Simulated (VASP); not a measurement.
# AlRu (Pm-3m) in VASP: a series of runs

Runs on AlRu. Level: PBE. Tasks: relaxation of the atoms.

All numbers are computed with VASP 6.6.1; they aren't measurements. Logs are shortened: lines on timing, memory, paths and dates and some standing lists are left out, and cuts for length are marked.

### Step 1. The cell of the first run

Symmetry: Pm-3m, No. 221, cubic system. Conventional cell: a = 2.992 Å, b = 2.992 Å, c = 2.992 Å, α = 90.00°, β = 90.00°, γ = 90.00°. Al (site symmetry m-3m) has 8 Ru at 2.59 Å and 6 Al at 2.99 Å within 3.4 Å. Within 3.4 Å of Ru (site symmetry m-3m) lie 8 Al at 2.59 Å and 6 Ru at 2.99 Å.

### Step 2. Relaxation of the atoms, PBE

Contents of INCAR:

```
  PREC = Accurate
  ENCUT = 520
  EDIFF = 1E-7
  ISMEAR = -1
  SIGMA = 0.05
  LREAL = False
  LASPH = True
  NELM = 100
  ALGO = Normal
  ISIF = 2
  LWAVE = False
  LCHARG = False
  GGA = PE
  IBRION = 2
  NSW = 80
  EDIFFG = -0.02
```

Contents of KPOINTS:

```
regular mesh
0
Gamma
  16 16 16
```

Contents of POSCAR:

```
AlRu
1.0
    2.9916000000      0.0000000000      0.0000000000
    0.0000000000      2.9916000000      0.0000000000
    0.0000000000      0.0000000000      2.9916000000
Al Ru
1 1
Direct
    0.0000000000      0.0000000000      0.0000000000
    0.5000000000      0.5000000000      0.5000000000
```

Potentials or basis: VASP PAW PBE potentials, release 64 (Al, Ru_pv).

Run with:

```bash
$ cat potpaw_PBE.64/Al/POTCAR potpaw_PBE.64/Ru_pv/POTCAR > POTCAR
$ mpirun -np 1 vasp_std > vasp.out
```

OUTCAR:

```text
PREC = Accurate
   ENCUT = 520
   EDIFF = 1E-7
   ISMEAR = -1
   LREAL = False
   LASPH = True
   NELM = 100
   ISIF = 2
   GGA = PE
   IBRION = 2
   NSW = 80
   EDIFFG = -0.02

 ion  position               nearest neighbor table
   1  0.000  0.000  0.000-   2 2.59   2 2.59   2 2.59   2 2.59   2 2.59   2 2.59   2 2.59   2 2.59

   2  0.500  0.500  0.500-   1 2.59   1 2.59   1 2.59   1 2.59   1 2.59   1 2.59   1 2.59   1 2.59

  LATTYP: Found a simple cubic cell.
 ALAT       =     2.9916000000

  Lattice vectors:

 A1 = (   2.9916000000,   0.0000000000,   0.0000000000)
 A2 = (   0.0000000000,   2.9916000000,   0.0000000000)
 A3 = (   0.0000000000,   0.0000000000,   2.9916000000)

Analysis of symmetry for initial positions (statically):
=====================================================================
 Subroutine PRICEL returns:
 Original cell was already a primitive cell.

 Routine SETGRP: Setting up the symmetry group for a
 simple cubic supercell.

 Subroutine GETGRP returns: Found 48 space group operations
 (whereof 48 operations were pure point group operations)
 out of a pool of 48 trial point group operations.

The static configuration has the point symmetry O_h .

Analysis of symmetry for dynamics (positions and initial velocities):
=====================================================================
 Subroutine PRICEL returns:
 Original cell was already a primitive cell.

 Routine SETGRP: Setting up the symmetry group for a
 simple cubic supercell.

 Subroutine GETGRP returns: Found 48 space group operations
 (whereof 48 operations were pure point group operations)
 out of a pool of 48 trial point group operations.

The dynamic configuration has the point symmetry O_h .

 Subroutine INISYM returns: Found 48 space group operations
 (whereof 48 operations are pure point group operations),
 and found     1 'primitive' translations

----------------------------------------------------------------------------------------

                                     Primitive cell

  volume of cell :      26.7738

  direct lattice vectors                    reciprocal lattice vectors
     2.991600000  0.000000000  0.000000000     0.334269287  0.000000000  0.000000000
     0.000000000  2.991600000  0.000000000     0.000000000  0.334269287  0.000000000
     0.000000000  0.000000000  2.991600000     0.000000000  0.000000000  0.334269287

  length of vectors
     2.991600000  2.991600000  2.991600000     0.334269287  0.334269287  0.334269287

  position of ions in fractional coordinates (direct lattice)
     0.000000000  0.000000000  0.000000000
     0.500000000  0.500000000  0.500000000

  ion indices of the primitive-cell ions
   primitive index   ion index
                 1           1
                 2           2

----------------------------------------------------------------------------------------

 KPOINTS: regular mesh

Automatic generation of k-mesh.
 Grid dimensions read from file:
 generate k-points for:   16   16   16

 Generating k-lattice:

  Cartesian coordinates                     Fractional coordinates (reciprocal lattice)
     0.020891830  0.000000000  0.000000000     0.062500000  0.000000000  0.000000000
     0.000000000  0.020891830  0.000000000     0.000000000  0.062500000  0.000000000
     0.000000000  0.000000000  0.020891830     0.000000000  0.000000000  0.062500000

  Length of vectors
     0.020891830  0.020891830  0.020891830

  Shift w.r.t. Gamma in fractional coordinates (k-lattice)
     0.000000000  0.000000000  0.000000000

 Subroutine IBZKPT returns following result:
 ===========================================

 Found    165 irreducible k-points:

 Following reciprocal coordinates:
            Coordinates               Weight
  0.000000  0.000000  0.000000      1.000000
  0.062500  0.000000  0.000000      6.000000
  0.125000  0.000000  0.000000      6.000000
  0.187500  0.000000  0.000000      6.000000
  0.250000  0.000000  0.000000      6.000000
  0.312500  0.000000  0.000000      6.000000
[... 16 lines left out ...]
  0.437500  0.125000  0.000000     24.000000
  0.500000  0.125000  0.000000     12.000000
 [... further k-points ...]
   k-points           NKPTS =    165   k-points in BZ     NKDIM =    165   number of bands    NBANDS=     12
   number of dos      NEDOS =    301   number of ions     NIONS =      2
   total plane-waves  NPLWV =  13824
   dimension x,y,z NGX =    24 NGY =   24 NGZ =   24
   dimension x,y,z NGXF=    48 NGYF=   48 NGZF=   48
   ions per type =               1   1
   NGX,Y,Z   is equivalent  to a cutoff of  13.34, 13.34, 13.34 a.u.
   NGXF,Y,Z  is equivalent  to a cutoff of  26.67, 26.67, 26.67 a.u.
 SYSTEM =  unknown system
   PREC   = accura    normal or accurate (medium, high low for compatibility)
   ISTART =      0    job   : 0-new  1-cont  2-samecut
   ICHARG =      2    charge: 1-file 2-atom 10-const
   ISPIN  =      1    spin polarized calculation?
   LNONCOLLINEAR =      F non collinear calculations
   LSORBIT =      F    spin-orbit coupling
   LASPH  =      T    aspherical Exc in radial PAW
   ENCUT  =  520.0 eV  38.22 Ry    6.18 a.u.   5.56  5.56  5.56*2*pi/ulx,y,z
   NELM   =    100;   NELMIN=  2; NELMDL= -5     # of ELM steps
   EDIFF  = 0.1E-06   stopping-criterion for ELM
   LREAL  =      F    real-space projection
   EDIFFG = -.2E-01   stopping-criterion for IOM
   NSW    =     80    number of steps for IOM
   IBRION =      2    ionic relax: 0-MD 1-quasi-New 2-CG
   NFREE  =      1    steps in history (QN), initial steepest desc. (CG)
   ISIF   =      2    stress and relaxation
   ISYM   =      2    0-nonsym 1-usesym 2-fastsym
   POTIM  = 0.5000    time-step for ionic-motion
   TEBEG  =    0.0;   TEEND  =   0.0 temperature during run
   PSTRESS=    0.0 pullay stress
   NELECT =      17.0000    total number of electrons
   NUPDOWN=      -1.0000    fix difference up-down
   EMIN   =  10.00;   EMAX   =-10.00  energy-range for DOS
   EFERMI =   0.00;   METHOD = LEGACY
   ISMEAR =    -1;   SIGMA  =   0.05  broadening in eV -4-tet -1-fermi 0-gaus
   EFERMI_NEDOS =   21; number of points for ismear=-14 and -15
   IALGO  =     38    algorithm
   IMIX   =      4    mixing-type and parameters
     AMIX     =   0.40;   BMIX     =  1.00
     AMIX_MAG =   1.60;   BMIX_MAG =  1.00
  volume/ion in A,a.u.               =      13.39        90.34
  Fermi-wavevector in a.u.,A,eV,Ry     =   1.407087  2.659009 26.938090  1.979894
  Thomas-Fermi vector in A             =   2.529382
   LORBIT       =      0    0 simple, 1 ext, 2 COOP (PROOUT), +10 PAW based schemes
   GGA     = PE    functional components
   LHFCALC =     F    Hartree Fock is set to
   AEXX    =    0.0000 exact exchange contribution
   IVDW    =     0    specifies the selected vdW correction
   LEPSILON=     F    determine dielectric tensor
   LRPA    =     F    only Hartree local field effects (RPA)
 conjugate gradient relaxation of ions
 non-spin polarized calculation
  energy-cutoff  :      520.00
  volume of cell :       26.77
 maximum number of plane-waves:       739
 NGX is ok and might be reduce to    24
   NGX = 11   NGY = 11   NGZ = 11

 number of electron      16.9999995 magnetization

 Free energy of the ion-electron system (eV)
  ---------------------------------------------------
  ext. energy  EPLUGINS =         0.00000000
  ---------------------------------------------------
  free energy    TOTEN  =       -14.26185124 eV

  energy without entropy =      -14.24784428  energy(sigma->0) =      -14.25484776

 E-fermi :  10.7326     XC(G=0): -12.5660

 val. band max:       10.7299104443   @ k =   0.4375   0.4375   0.1250
 cond. band min:      10.7398959887   @ k =   0.0625   0.0625   0.0625
 fundamental gap:      0.0099855444
 Fermi energy:        10.7326059637

 k-point     1 :       0.0000    0.0000    0.0000
  band No.  band energies     occupation
      1     -31.0495      2.00000
      2     -31.0495      2.00000
      3     -31.0495      2.00000
      4       1.0424      2.00000
      5       7.1509      2.00000
      6       7.1509      2.00000
      7      10.8959      0.07351
      8      10.8959      0.07351
      9      10.8959      0.07351
     10      16.7961      0.00000
     11      16.7961      0.00000
     12      16.7961      0.00000

 k-point     2 :       0.0625    0.0000    0.0000
  band No.  band energies     occupation
      1     -31.0576      2.00000
      2     -31.0488      2.00000
      3     -31.0488      2.00000
      4       1.1176      2.00000
      5       7.1774      2.00000
      6       7.1775      2.00000
      7      10.8004      0.40955
      8      10.8004      0.40954
      9      10.9052      0.06146
     10      16.4160      0.00000
     11      16.9487      0.00000
     12      16.9487      0.00000

 k-point     3 :       0.1250    0.0000    0.0000
  band No.  band energies     occupation
      1     -31.0805      2.00000
      2     -31.0469      2.00000
      3     -31.0469      2.00000
      4       1.3406      2.00000
      5       7.2414      2.00000
      6       7.2542      2.00000
      7      10.5485      1.95088
      8      10.5485      1.95088
      9      10.9316      0.03665
     10      15.5594      0.00000
     11      17.3721      0.00000
     12      17.3721      0.00000
[... 286 lines left out ...]
 k-point    23 :       0.4375    0.1250    0.0000
  band No.  band energies     occupation
      1     -31.2467      2.00000
      2     -31.0620      2.00000
      3     -31.0297      2.00000
      4       4.4334      2.00000
      5       5.9173      2.00000
      6       8.0709      2.00000
      7       9.1180      2.00000
      8       9.2246      2.00000
      9      10.8504      0.17310
     10      13.0138      0.00000
     11      18.3074      0.00000
     12      20.0747      0.00000

 k-point    24 :       0.5000    0.1250    0.0000
  band No.  band energies     occupation
      1     -31.2545      2.00000
      2     -31.0613      2.00000
      3     -31.0290      2.00000
      4       5.1666      2.00000
      5       5.2029      2.00000
      6       8.1162      2.00000
      7       9.0832      2.00000
      8       9.1739      2.00000
      9      10.8618      0.14044
     10      12.9814      0.00000
     11      18.2985      0.00000
     12      20.3345      0.00000

 [... further k-points ...]

------------------------ aborting loop because EDIFF is reached ----------------------------------------

  FORCE on cell =-STRESS in cart. coord.  units (eV):
  Direction    XX          YY          ZZ          XY          YZ          ZX
  --------------------------------------------------------------------------------------
  -------------------------------------------------------------------------------------
  Total        0.4302273      0.4302273      0.4302273     -0.0000000      0.0000000     -0.0000000
  in kB       25.7453033     25.7453033     25.7453033     -0.0000000      0.0000000     -0.0000000
  external PRESSURE =      25.7453033 kB  Pullay stress =       0.0000000 kB

 VOLUME and BASIS-vectors are now :
 -----------------------------------------------------------------------------
  energy-cutoff  :      520.00
  volume of cell :       26.77
      direct lattice vectors                 reciprocal lattice vectors
     2.991600000  0.000000000  0.000000000     0.334269287  0.000000000  0.000000000
     0.000000000  2.991600000  0.000000000     0.000000000  0.334269287  0.000000000
     0.000000000  0.000000000  2.991600000     0.000000000  0.000000000  0.334269287

 POSITION                                       TOTAL-FORCE (eV/Angst)
 -----------------------------------------------------------------------------------
      0.00000      0.00000      0.00000         0.000000      0.000000      0.000000
      1.49580      1.49580      1.49580         0.000000      0.000000      0.000000
 -----------------------------------------------------------------------------------
    total drift:                                0.000000     -0.000000     -0.000000

  FREE ENERGIE OF THE ION-ELECTRON SYSTEM (eV)
  ---------------------------------------------------
  free  energy   TOTEN  =       -14.2618512419 eV

  energy  without entropy=      -14.2478442771  energy(sigma->0) =      -14.25484776

 reached required accuracy - stopping structural energy minimisation
```

It took 18 s on 1 thread of Intel Xeon Platinum 8488C (Sapphire Rapids), shared host; peak memory 0.18 GiB.

Results:

```
Free energy             : -14.2619 eV
Pressure after relaxing : 2.6 GPa
Band gap on the k mesh  : zero (an odd number of electrons rules out a gap without spin polarisation)
```

Final structure:
```
CELL_PARAMETERS angstrom
2.99160 0.00000 0.00000
0.00000 2.99160 0.00000
0.00000 0.00000 2.99160
ATOMIC_POSITIONS crystal
Al 0.00000 0.00000 0.00000
Ru 0.50000 0.50000 0.50000
```

Caveat: the relaxation stopped at its first step, so nothing moved.

(Continued in part 2 of 2.)
